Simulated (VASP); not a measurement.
Write the native input for VASP 6.6.1 that does the following.

```
Task                   : single point
Functional             : PBE
Potentials or basis    : VASP PAW PBE potentials, release 64 (Ir)
Cutoff                 : 520 eV
k mesh                 : 6 × 6 × 6
Occupations            : fermi-dirac, width 0.03 eV
Spin                   : no spin polarisation
Dipole correction      : no
Further INCAR settings : ALGO = Normal; EDIFF = 1e-07; NBANDS = 10
```

The structure of Ir lies in POSCAR:

```
Ir
1.0
    0.0000000000      1.9156000000      1.9156000000
    1.9156000000      0.0000000000      1.9156000000
    1.9156000000      1.9156000000      0.0000000000
Ir
1
Direct
    0.0000000000      0.0000000000      0.0000000000
```

One way to write it, as run:

INCAR

```
ALGO = Normal
EDIFF = 1E-7
ENCUT = 520
GGA = PE
ISIF = 2
ISMEAR = -1
LASPH = True
LCHARG = False
LREAL = False
LWAVE = False
NBANDS = 10
NELM = 100
PREC = Accurate
SIGMA = 0.03
```

KPOINTS

```
k-points
0
Gamma
  6 6 6
```

Potentials or basis: VASP PAW PBE potentials, release 64 (Ir).

Command:

```sh
$ cat potpaw_PBE.64/Ir/POTCAR > POTCAR
$ mpirun -np 1 vasp_std > vasp.out
```

Results of the run:

The pressure is 13.0 GPa.

Caveat: the k points lie up to 0.47 Å⁻¹ apart.

Wall time 7.3 s on 1 thread of AMD EPYC 9R45 (Zen 5) (shared host), peak memory 0.09 GiB.
